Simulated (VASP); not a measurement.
# RbBr (Fm-3m) in VASP: notebook

RbBr is run at these levels: PBE; tasks: electric field gradients.

All numbers are computed with VASP 6.6.1; they aren't measurements. Logs are shortened: lines on timing, memory, paths and dates and some standing lists are left out, and cuts for length are marked.

### Step 1. The cell of the first run

The structure is cubic, space group Fm-3m (No. 225). The conventional cell has a = 6.762 Å, b = 6.762 Å, c = 6.762 Å, α = 90.00°, β = 90.00°, γ = 90.00°. Rb (site symmetry m-3m) has 6 Br at 3.38 Å within 4.4 Å. Br (site symmetry m-3m) has 6 Rb at 3.38 Å within 4.4 Å.

### Step 2. Electric field gradients, PBE (volume scaled by 0.96)

File INCAR:

```
PREC = Accurate ; ENCUT = 520
EDIFF = 1E-8 ; ISMEAR = -1
SIGMA = 0.03 ; LREAL = False
LASPH = True ; NELM = 100
ALGO = Normal ; ISIF = 2
LWAVE = False ; LCHARG = False
GGA = PE ; LEFG = True
NBANDS = 15
```

File KPOINTS:

```
Automatic mesh
0
Gamma
  7 7 7
```

File POSCAR:

```
RbBr
1.0
    0.0000000000      3.3811767539      3.3811767539
    3.3811767539      0.0000000000      3.3811767539
    3.3811767539      3.3811767539      0.0000000000
Rb Br
1 1
Direct
    0.0000000000      0.0000000000      0.0000000000
    0.5000000000      0.5000000000      0.5000000000
```

Potentials or basis: VASP PAW PBE potentials, release 64 (Rb_sv, Br).

On the command line:

```bash
cat potpaw_PBE.64/Rb_sv/POTCAR potpaw_PBE.64/Br/POTCAR > POTCAR
mpirun -np 1 vasp_std > vasp.out
```

OUTCAR:

```text
PREC = Accurate
   ENCUT = 520
   EDIFF = 1E-8
   ISMEAR = -1
   LREAL = False
   LASPH = True
   NELM = 100
   ISIF = 2
   GGA = PE

 ion  position               nearest neighbor table
   1  0.000  0.000  0.000-   2 3.38   2 3.38   2 3.38   2 3.38   2 3.38   2 3.38
   2  0.500  0.500  0.500-   1 3.38   1 3.38   1 3.38   1 3.38   1 3.38   1 3.38

  LATTYP: Found a face centered cubic cell.
 ALAT       =     6.7623535078

  Lattice vectors:

 A1 = (   0.0000000000,   3.3811767539,   3.3811767539)
 A2 = (   3.3811767539,   0.0000000000,   3.3811767539)
 A3 = (   3.3811767539,   3.3811767539,   0.0000000000)

Analysis of symmetry for initial positions (statically):
=====================================================================
 Subroutine PRICEL returns:
 Original cell was already a primitive cell.

 Routine SETGRP: Setting up the symmetry group for a
 face centered cubic supercell.

 Subroutine GETGRP returns: Found 48 space group operations
 (whereof 48 operations were pure point group operations)
 out of a pool of 48 trial point group operations.

The static configuration has the point symmetry O_h .

Analysis of symmetry for dynamics (positions and initial velocities):
=====================================================================
 Subroutine PRICEL returns:
 Original cell was already a primitive cell.

 Routine SETGRP: Setting up the symmetry group for a
 face centered cubic supercell.

 Subroutine GETGRP returns: Found 48 space group operations
 (whereof 48 operations were pure point group operations)
 out of a pool of 48 trial point group operations.

The dynamic configuration has the point symmetry O_h .

 Subroutine INISYM returns: Found 48 space group operations
 (whereof 48 operations are pure point group operations),
 and found     1 'primitive' translations

----------------------------------------------------------------------------------------

                                     Primitive cell

  volume of cell :      77.3096

  direct lattice vectors                    reciprocal lattice vectors
[... 128 lines left out ...]

 E-fermi :  -0.8840     XC(G=0):  -7.3951

 val. band max:       -1.5937192914   @ k =   0.0000   0.0000   0.0000
 cond. band min:       2.8737783663   @ k =   0.0000   0.0000   0.0000
 fundamental gap:      4.4674976577
 Fermi energy:        -0.8840478779

 k-point     1 :       0.0000    0.0000    0.0000
  band No.  band energies     occupation
      1     -25.9264      2.00000
      2     -13.8171      2.00000
      3     -10.0067      2.00000
      4     -10.0067      2.00000
      5     -10.0067      2.00000
      6      -1.5937      2.00000
      7      -1.5937      2.00000
      8      -1.5937      2.00000
      9       2.8738      0.00000
     10       5.6930      0.00000
     11       5.6930      0.00000
     12       5.6930      0.00000
     13       6.6102      0.00000
     14       6.6102      0.00000
[... 329 lines left out ...]
      2     -13.7969      2.00000
      3     -10.1650      2.00000
      4     -10.1178      2.00000
      5      -9.9893      2.00000
      6      -2.1726      2.00000
      7      -1.9758      2.00000
      8      -1.9245      2.00000
      9       5.2196      0.00000
     10       5.9477      0.00000
     11       6.9173      0.00000
     12       7.2489      0.00000
     13       8.9485      0.00000
     14       9.1603      0.00000
     15      10.0327      0.00000

------------------------ aborting loop because EDIFF is reached ----------------------------------------

  FORCE on cell =-STRESS in cart. coord.  units (eV):
  Direction    XX          YY          ZZ          XY          YZ          ZX
  --------------------------------------------------------------------------------------
  -------------------------------------------------------------------------------------
  Total        0.8551482      0.8551482      0.8551482      0.0000000      0.0000000      0.0000000
  in kB       17.7222298     17.7222298     17.7222298      0.0000000      0.0000000      0.0000000
  external PRESSURE =      17.7222298 kB  Pullay stress =       0.0000000 kB

 VOLUME and BASIS-vectors are now :
 -----------------------------------------------------------------------------
  energy-cutoff  :      520.00
  volume of cell :       77.31
      direct lattice vectors                 reciprocal lattice vectors
     0.000000000  3.381176754  3.381176754    -0.147877510  0.147877510  0.147877510
     3.381176754  0.000000000  3.381176754     0.147877510 -0.147877510  0.147877510
     3.381176754  3.381176754  0.000000000     0.147877510  0.147877510 -0.147877510

 POSITION                                       TOTAL-FORCE (eV/Angst)
 -----------------------------------------------------------------------------------
      0.00000      0.00000      0.00000         0.000000      0.000000      0.000000
      3.38118      3.38118      3.38118        -0.000000     -0.000000     -0.000000
 -----------------------------------------------------------------------------------
    total drift:                                0.000000      0.000000      0.000000

  FREE ENERGIE OF THE ION-ELECTRON SYSTEM (eV)
  ---------------------------------------------------
  free  energy   TOTEN  =        -6.0696991805 eV

  energy  without entropy=       -6.0696991805  energy(sigma->0) =       -6.06969918

 Electric field gradients (V/A^2)
---------------------------------------------------------------------
 ion       V_xx      V_yy      V_zz      V_xy      V_xz      V_yz
---------------------------------------------------------------------
   1       0.000    -0.000    -0.000    -0.000    -0.000    -0.000
   2      -0.000     0.000    -0.000     0.000     0.000     0.000
---------------------------------------------------------------------

 Electric field gradients after diagonalization (V/A^2)
 (convention: |V_zz| > |V_xx| > |V_yy|)
----------------------------------------------------------------------
 ion       V_xx      V_yy      V_zz     asymmetry (V_yy - V_xx)/ V_zz
----------------------------------------------------------------------
   1       0.000     0.000    -0.000       0.000
   2      -0.000    -0.000     0.001       0.000
----------------------------------------------------------------------

           NMR quadrupolar parameters

 Cq : quadrupolar parameter    Cq=e*Q*V_zz/h
 eta: asymmetry parameters     (V_yy - V_xx)/ V_zz
 Q  : nuclear electric quadrupole moment in mb (millibarn)
----------------------------------------------------------------------
 ion       Cq(MHz)       eta       Q (mb)
----------------------------------------------------------------------
   1      -0.000       0.000       1.000
   2       0.000       0.000       1.000
----------------------------------------------------------------------
```

Run time: 14 s. Hardware: 1 thread of Intel Xeon Platinum 8488C (Sapphire Rapids), shared host; peak memory 0.21 GiB.

What came out:

- Free energy: -6.0697 eV
- Pressure: 1.8 GPa
- Band gap on the k mesh: 4.47 eV, direct

Caveat: without QUAD_EFG the Cq values of the log hold for a quadrupole moment of 1 mb, not for the nuclei.

### Step 3. Electric field gradients, PBE (volume scaled by 0.96)

File INCAR:

```
SYSTEM = RbBr
PREC = Accurate
ENCUT = 520
EDIFF = 1E-8
ISMEAR = -1
SIGMA = 0.03
LREAL = .FALSE.
LASPH = .TRUE.
NELM = 100
ALGO = Normal
ISIF = 2
LWAVE = .FALSE.
LCHARG = .FALSE.
GGA = PE
LEFG = .TRUE.
NBANDS = 15
```

File KPOINTS:

```
regular mesh
0
G
  7 7 7
  0 0 0
```

POSCAR is that of step 2.

Potentials or basis: VASP PAW PBE potentials, release 64 (Rb_sv, Br).

On the command line:

```bash
cat potpaw_PBE.64/Rb_sv/POTCAR potpaw_PBE.64/Br/POTCAR > POTCAR
mpirun -np 1 vasp_std > vasp.out
```

OUTCAR:

```text
SYSTEM = RbBr
   PREC = Accurate
   ENCUT = 520
   EDIFF = 1E-8
   ISMEAR = -1
   LREAL = .FALSE.
   LASPH = .TRUE.
   NELM = 100
   ISIF = 2
   GGA = PE

 ion  position               nearest neighbor table
   1  0.000  0.000  0.000-   2 3.38   2 3.38   2 3.38   2 3.38   2 3.38   2 3.38
   2  0.500  0.500  0.500-   1 3.38   1 3.38   1 3.38   1 3.38   1 3.38   1 3.38

  LATTYP: Found a face centered cubic cell.
 ALAT       =     6.7623535078

  Lattice vectors:

 A1 = (   0.0000000000,   3.3811767539,   3.3811767539)
[... 565 lines left out ...]
  ---------------------------------------------------
  free  energy   TOTEN  =        -6.0696991805 eV

  energy  without entropy=       -6.0696991805  energy(sigma->0) =       -6.06969918

 Electric field gradients (V/A^2)
---------------------------------------------------------------------
 ion       V_xx      V_yy      V_zz      V_xy      V_xz      V_yz
---------------------------------------------------------------------
   1       0.000    -0.000    -0.000    -0.000    -0.000    -0.000
   2      -0.000     0.000    -0.000     0.000     0.000     0.000
---------------------------------------------------------------------

 Electric field gradients after diagonalization (V/A^2)
 (convention: |V_zz| > |V_xx| > |V_yy|)
----------------------------------------------------------------------
 ion       V_xx      V_yy      V_zz     asymmetry (V_yy - V_xx)/ V_zz
----------------------------------------------------------------------
   1       0.000     0.000    -0.000       0.000
   2      -0.000    -0.000     0.001       0.000
----------------------------------------------------------------------

           NMR quadrupolar parameters

 Cq : quadrupolar parameter    Cq=e*Q*V_zz/h
 eta: asymmetry parameters     (V_yy - V_xx)/ V_zz
 Q  : nuclear electric quadrupole moment in mb (millibarn)
----------------------------------------------------------------------
 ion       Cq(MHz)       eta       Q (mb)
----------------------------------------------------------------------
   1      -0.000       0.000       1.000
   2       0.000       0.000       1.000
----------------------------------------------------------------------
```

OSZICAR:

```text
N       E                     dE             d eps       ncg     rms          rms(c)
DAV:   1     0.815487746545E+02    0.81549E+02   -0.65624E+03   600   0.906E+02
DAV:   2    -0.806124545076E+00   -0.82355E+02   -0.74779E+02   868   0.164E+02
DAV:   3    -0.614754974113E+01   -0.53414E+01   -0.53127E+01   775   0.425E+01
DAV:   4    -0.627806220336E+01   -0.13051E+00   -0.13049E+00   914   0.627E+00
DAV:   5    -0.627874361120E+01   -0.68141E-03   -0.68140E-03   768   0.471E-01    0.314E+00
DAV:   6    -0.607276654684E+01    0.20598E+00   -0.25091E-01   761   0.235E+00    0.211E+00
DAV:   7    -0.605797308272E+01    0.14793E-01   -0.12159E-01   789   0.174E+00    0.101E+00
DAV:   8    -0.606889443510E+01   -0.10921E-01   -0.12813E-02   636   0.678E-01    0.100E-01
DAV:   9    -0.606927984799E+01   -0.38541E-03   -0.53402E-04   839   0.122E-01    0.668E-02
DAV:  10    -0.606969247360E+01   -0.41263E-03   -0.55377E-04   635   0.127E-01    0.246E-02
DAV:  11    -0.606969366892E+01   -0.11953E-05   -0.27705E-05   803   0.281E-02    0.565E-03
DAV:  12    -0.606969892168E+01   -0.52528E-05   -0.80912E-06   649   0.183E-02    0.979E-04
DAV:  13    -0.606969910893E+01   -0.18725E-06   -0.20029E-07   944   0.243E-03    0.124E-03
DAV:  14    -0.606969918395E+01   -0.75022E-07   -0.17138E-07   649   0.247E-03    0.688E-04
DAV:  15    -0.606969918049E+01    0.34609E-08   -0.16826E-08   810   0.770E-04
   1 F= -.60696992E+01 E0= -.60696992E+01  d E =-.193812E-11
```

Run time: 14 s. Hardware: 1 thread of Intel Xeon Platinum 8488C (Sapphire Rapids), shared host; peak memory 0.21 GiB.

What came out:

| Property | Result |
| --- | --- |
| Free energy | -6.0697 eV |
| Pressure | 1.8 GPa |
| Band gap on the k mesh | 4.47 eV, direct |

Caveat: without QUAD_EFG the Cq values of the log hold for a quadrupole moment of 1 mb, not for the nuclei.

### Step 4. Electric field gradients, PBE (volume scaled by 0.98)

File INCAR:

```
  PREC = Accurate
  ENCUT = 520
  EDIFF = 1E-8
  ISMEAR = -1
  SIGMA = 0.03
  LREAL = False
  LASPH = True
  NELM = 80
  ALGO = Normal
  ISIF = 2
  LWAVE = False
  LCHARG = False
  GGA = PE
  LEFG = True
  NBANDS = 15
```

File KPOINTS:

```
Automatic mesh
0
Gamma
  7 7 7
```

File POSCAR:

```
RbBr
1.0
    0.0000000000      3.4044959512      3.4044959512
    3.4044959512      0.0000000000      3.4044959512
    3.4044959512      3.4044959512      0.0000000000
Rb Br
1 1
Direct
    0.0000000000      0.0000000000      0.0000000000
    0.5000000000      0.5000000000      0.5000000000
```

Potentials or basis: VASP PAW PBE potentials, release 64 (Rb_sv, Br).

On the command line:

```bash
cat potpaw_PBE.64/Rb_sv/POTCAR potpaw_PBE.64/Br/POTCAR > POTCAR
mpirun -np 1 vasp_std > vasp.out
```

OUTCAR:

```text
PREC = Accurate
   ENCUT = 520
   EDIFF = 1E-8
   ISMEAR = -1
   LREAL = False
   LASPH = True
   NELM = 80
   ISIF = 2
   GGA = PE

 ion  position               nearest neighbor table
   1  0.000  0.000  0.000-   2 3.40   2 3.40   2 3.40   2 3.40   2 3.40   2 3.40
   2  0.500  0.500  0.500-   1 3.40   1 3.40   1 3.40   1 3.40   1 3.40   1 3.40

  LATTYP: Found a face centered cubic cell.
 ALAT       =     6.8089919024

  Lattice vectors:

 A1 = (   0.0000000000,   3.4044959512,   3.4044959512)
 A2 = (   3.4044959512,   0.0000000000,   3.4044959512)
 A3 = (   3.4044959512,   3.4044959512,   0.0000000000)

Analysis of symmetry for initial positions (statically):
=====================================================================
 Subroutine PRICEL returns:
 Original cell was already a primitive cell.

 Routine SETGRP: Setting up the symmetry group for a
 face centered cubic supercell.

 Subroutine GETGRP returns: Found 48 space group operations
 (whereof 48 operations were pure point group operations)
 out of a pool of 48 trial point group operations.

The static configuration has the point symmetry O_h .

Analysis of symmetry for dynamics (positions and initial velocities):
=====================================================================
 Subroutine PRICEL returns:
 Original cell was already a primitive cell.

 Routine SETGRP: Setting up the symmetry group for a
 face centered cubic supercell.

 Subroutine GETGRP returns: Found 48 space group operations
 (whereof 48 operations were pure point group operations)
 out of a pool of 48 trial point group operations.
[... 497 lines left out ...]
      4     -10.2306      2.00000
      5     -10.1132      2.00000
      6      -2.2340      2.00000
      7      -2.0533      2.00000
      8      -1.9982      2.00000
      9       5.1240      0.00000
     10       5.8337      0.00000
     11       6.7436      0.00000
     12       7.0831      0.00000
     13       8.7927      0.00000
     14       8.9849      0.00000
     15       9.8231      0.00000

------------------------ aborting loop because EDIFF is reached ----------------------------------------

  FORCE on cell =-STRESS in cart. coord.  units (eV):
  Direction    XX          YY          ZZ          XY          YZ          ZX
  --------------------------------------------------------------------------------------
  -------------------------------------------------------------------------------------
  Total        0.6778194      0.6778194      0.6778194     -0.0000000     -0.0000000      0.0000000
  in kB       13.7605608     13.7605608     13.7605608     -0.0000000     -0.0000000      0.0000000
  external PRESSURE =      13.7605608 kB  Pullay stress =       0.0000000 kB

 VOLUME and BASIS-vectors are now :
 -----------------------------------------------------------------------------
  energy-cutoff  :      520.00
  volume of cell :       78.92
      direct lattice vectors                 reciprocal lattice vectors
     0.000000000  3.404495951  3.404495951    -0.146864619  0.146864619  0.146864619
     3.404495951  0.000000000  3.404495951     0.146864619 -0.146864619  0.146864619
     3.404495951  3.404495951  0.000000000     0.146864619  0.146864619 -0.146864619

 POSITION                                       TOTAL-FORCE (eV/Angst)
 -----------------------------------------------------------------------------------
      0.00000      0.00000      0.00000        -0.000000     -0.000000     -0.000000
      3.40450      3.40450      3.40450         0.000000      0.000000      0.000000
 -----------------------------------------------------------------------------------
    total drift:                                0.000000      0.000000      0.000000

  FREE ENERGIE OF THE ION-ELECTRON SYSTEM (eV)
  ---------------------------------------------------
  free  energy   TOTEN  =        -6.0855209137 eV

  energy  without entropy=       -6.0855209136  energy(sigma->0) =       -6.08552091

 Electric field gradients (V/A^2)
---------------------------------------------------------------------
 ion       V_xx      V_yy      V_zz      V_xy      V_xz      V_yz
---------------------------------------------------------------------
   1       0.000     0.000    -0.000    -0.000    -0.000    -0.000
   2      -0.000     0.000     0.000     0.000     0.000     0.000
---------------------------------------------------------------------

 Electric field gradients after diagonalization (V/A^2)
 (convention: |V_zz| > |V_xx| > |V_yy|)
----------------------------------------------------------------------
 ion       V_xx      V_yy      V_zz     asymmetry (V_yy - V_xx)/ V_zz
----------------------------------------------------------------------
   1       0.000     0.000    -0.000       0.000
   2      -0.000    -0.000     0.000       0.000
----------------------------------------------------------------------

           NMR quadrupolar parameters

 Cq : quadrupolar parameter    Cq=e*Q*V_zz/h
 eta: asymmetry parameters     (V_yy - V_xx)/ V_zz
 Q  : nuclear electric quadrupole moment in mb (millibarn)
----------------------------------------------------------------------
 ion       Cq(MHz)       eta       Q (mb)
----------------------------------------------------------------------
   1      -0.000       0.000       1.000
   2       0.000       0.000       1.000
----------------------------------------------------------------------
```

OSZICAR:

```text
N       E                     dE             d eps       ncg     rms          rms(c)
DAV:   1     0.862985327757E+02    0.86299E+02   -0.65687E+03   600   0.909E+02
DAV:   2    -0.660477695646E-02   -0.86305E+02   -0.77741E+02   843   0.166E+02
DAV:   3    -0.614776282912E+01   -0.61412E+01   -0.61079E+01   790   0.455E+01
DAV:   4    -0.629776675337E+01   -0.15000E+00   -0.14998E+00   870   0.701E+00
DAV:   5    -0.629909411866E+01   -0.13274E-02   -0.13274E-02   812   0.583E-01    0.302E+00
DAV:   6    -0.608892331904E+01    0.21017E+00   -0.25556E-01   775   0.235E+00    0.201E+00
DAV:   7    -0.607344923134E+01    0.15474E-01   -0.12169E-01   810   0.173E+00    0.990E-01
DAV:   8    -0.608471391471E+01   -0.11265E-01   -0.13064E-02   650   0.679E-01    0.104E-01
DAV:   9    -0.608509247974E+01   -0.37857E-03   -0.54946E-04   839   0.123E-01    0.682E-02
DAV:  10    -0.608551454037E+01   -0.42206E-03   -0.56828E-04   628   0.129E-01    0.271E-02
DAV:  11    -0.608551515185E+01   -0.61148E-06   -0.30108E-05   789   0.285E-02    0.604E-03
DAV:  12    -0.608552063353E+01   -0.54817E-05   -0.83275E-06   649   0.182E-02    0.114E-03
DAV:  13    -0.608552085696E+01   -0.22343E-06   -0.30137E-07   850   0.290E-03    0.176E-03
DAV:  14    -0.608552091327E+01   -0.56305E-07   -0.18057E-07   670   0.241E-03    0.798E-04
DAV:  15    -0.608552091368E+01   -0.40609E-09   -0.14519E-08   754   0.714E-04
   1 F= -.60855209E+01 E0= -.60855209E+01  d E =-.489379E-10
```

Wall time 14 s (1 thread of Intel Xeon Platinum 8488C (Sapphire Rapids), shared host); peak memory 0.2 GiB.

What came out:

| Quantity | Value |
| --- | --- |
| Free energy | -6.0855 eV |
| Pressure | 1.4 GPa |
| Band gap on the k mesh | 4.41 eV, direct |

Caveat: without QUAD_EFG the Cq values of the log hold for a quadrupole moment of 1 mb, not for the nuclei. A k mesh can miss the band edges.

(Continued in part 2 of 2.)
